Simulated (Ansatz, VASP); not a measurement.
One calculation of KMgF3, two programs

```xyz
5
Lattice="3.9298 0.0000 0.0000 0.0000 3.9298 0.0000 0.0000 0.0000 3.9298" Properties=species:S:1:pos:R:3 pbc="T T T"
K     1.9649    1.9649    1.9649
Mg    0.0000    0.0000    0.0000
F     1.9649    0.0000    0.0000
F     0.0000    1.9649    0.0000
F     0.0000    0.0000    1.9649
```

Alike in both runs: functional r2SCAN; k mesh 8 × 8 × 8; occupations fermi-dirac, width 0.02 eV; no spin polarisation.

Ansatz relaxed the structure, and its values are those at the end. VASP's run is a single point on that final structure, the one shown.

|  | VASP | Ansatz |
| --- | --- | --- |
| version | VASP 6.6.1 | Ansatz 0.2.0 |
| potentials or method | VASP PAW PBE potentials, release 64 (K_sv, Mg, F), cutoff 520 eV | PAW plane waves |
| valence electrons in the cell | 32 | 40 |

```csv
,VASP,Ansatz,Ansatz less VASP
gap on the k mesh at the Fermi level (eV),8.59,8.62,+0.026
pressure (GPa),2.7,3.5,+0.81
```

VASP's potentials were made for PBE, not for r2SCAN. With one functional, cell and mesh, what is left measures potentials, basis and numerics. VASP's potentials hold 32 valence electrons a cell and Ansatz's 40, so a difference there can come from the potentials and not from the codes. Ansatz's warnings: stress scf threshold loose.
